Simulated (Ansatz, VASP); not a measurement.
Given: the input of a run of Ansatz 0.2.0 on CdSe.

The input input.yaml:

```yaml
crystal:
  lattice:
    - [4.3, 0.0, 0.0]
    - [-2.15, 3.7239092363, 0.0]
    - [0.0, 0.0, 7.02]
  atoms:
    - { symbol: Cd, position: [0.6666666667, 0.3333333333, 0.5] }
    - { symbol: Cd, position: [0.3333333333, 0.6666666667, 0.0] }
    - { symbol: Se, position: [0.6666666667, 0.3333333333, 0.885] }
    - { symbol: Se, position: [0.3333333333, 0.6666666667, 0.385] }
kpoints:
  mp_grid: { grid: [7, 7, 4] }
scf:
  occupations: { method: fermi_dirac, width: 0.05 }
hamiltonian:
  xc: lda
  pseudopotentials: { kind: all_electron, lapw: { basis_error: 0.002 } }
output:
  forces: true
  stress: true
  eigenvalues: true
```

Potentials or basis: all-electron LAPW, scalar-relativistic.

The run is started by

```console
$ ansatz run input.yaml --threads 2 --pin off --max-ram 6144MiB --backend cpu --events-out ev --progress --plain --runs-dir out
```

Q: Translate it to VASP 6.6.1. Potentials there: VASP PAW LDA potentials, release 64 (Cd, Se).

A: As run (the cutoff follows the program's own potentials):

File INCAR:

```
SYSTEM = CdSe
PREC = Accurate
ENCUT = 520
EDIFF = 1E-7
ISMEAR = -1
SIGMA = 0.05
LREAL = .False.
LASPH = .True.
NELM = 100
ALGO = Normal
ISIF = 2
LWAVE = .False.
LCHARG = .False.
GGA = CA
NBANDS = 26
```

KPOINTS

```
Automatic mesh
0
Gamma
  7 7 4
  0 0 0
```

Contents of POSCAR:

```
CdSe
1.0
    4.3000000000      0.0000000000      0.0000000000
   -2.1500000000      3.7239092363      0.0000000000
    0.0000000000      0.0000000000      7.0200000000
Cd Se
2 2
Direct
    0.6666666667      0.3333333333      0.5000000000
    0.3333333333      0.6666666667      0.0000000000
    0.6666666667      0.3333333333      0.8850000000
    0.3333333333      0.6666666667      0.3850000000
```

Potentials or basis: VASP PAW LDA potentials, release 64 (Cd, Se).

The run is started by

```sh
$ cat potpaw_LDA.64/Cd/POTCAR potpaw_LDA.64/Se/POTCAR > POTCAR
$ mpirun -np 1 vasp_std > vasp.out
```

Both were run:

|  | VASP | Ansatz | Ansatz less VASP |
| --- | --- | --- | --- |
| gap on the k mesh at the Fermi level (eV) | 0.46 | 0.43 | -0.033 |
| least direct gap on the mesh (eV) | 0.46 | 0.43 | -0.033 |
| pressure (GPa) | -1.4 | -1.8 | -0.41 |
| traceless stress, the component that is largest in VASP (GPa) | -1.13 | -1.06 | +0.070 |
| rms of the force components (eV/Å) | 0.153 | 0.147 | -0.0067 |

LDA's correlation is that of Perdew and Zunger in VASP and of Perdew and Wang (1992) in Ansatz. Atom by atom the forces differ by 0.007 eV/Å (rms over components). Ansatz ran all-electron here, and VASP with PAW potentials.
